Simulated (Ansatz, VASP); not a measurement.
## H4CO: VASP beside Ansatz

```
C O H
1.0
     5.03020    0.00000    0.00000
     0.00000    7.11378    0.00000
     0.00000    0.00000   26.25905
C O H
1 1 4
Cartesian
  3.0667 6.3980 17.2729
  3.6851 7.3750 16.4400
  2.2950 6.8445 17.9200
  3.8579 5.9667 17.8991
  2.6073 5.5890 16.6767
  2.9924 7.8997 15.9827
```

Alike in both runs: task single point; functional PBE; dispersion D3(BJ); k mesh 3 × 2 × 1; occupations gaussian, width 0.05 eV; no spin polarisation.

```csv
,VASP,Ansatz
version,VASP 6.6.1,Ansatz 0.2.0
potentials or method,"VASP PAW PBE potentials, release 64 (C, O, H), cutoff 520 eV","scalar-relativistic, plane waves, PAW"
valence electrons in the cell,14,14
```

VASP gave:

- gap on the k mesh at the Fermi level (eV): 5.00
- rms of the force components (eV/Å): 0.201

Q: What did Ansatz give for the same quantities?

A: gap on the k mesh at the Fermi level (eV): 5.01; rms of the force components (eV/Å): 0.211.

Atom by atom the forces differ by 0.047 eV/Å (rms over components).

The k mesh is coarse, so the values compare programs but aren't converged.
